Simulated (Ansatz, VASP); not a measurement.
One calculation of V, two programs

```
V
1.0
     0.00000    1.93158    1.93158
     1.93158    0.00000    1.93158
     1.93158    1.93158    0.00000
V
1
Direct
  0.00000 0.00000 0.00000
```

Alike in both runs: task relaxation of cell and atoms; functional PBE; k mesh 8 × 8 × 8; no spin polarisation.

|  | VASP | Ansatz |
| --- | --- | --- |
| version | VASP 6.6.1 | Ansatz 0.2.0 |
| potentials or method | VASP PAW PBE potentials, release 64 (V_sv), cutoff 500 eV | PAW plane waves |
| occupations | fermi-dirac, width 0.1 eV | fermi-dirac |
| valence electrons in the cell | 13 | 13 |

```tsv
	VASP	Ansatz	Ansatz less VASP
gap on the k mesh at the Fermi level, each at its own relaxed structure (eV)	none	none	-
relaxed volume (Å³/atom)	13.97	13.95	-0.015
relaxed cell length with the largest relative difference (Å)	2.703	2.702	-0.0010
```

A gap of «none» marks a metal or a gap that the smearing closes.
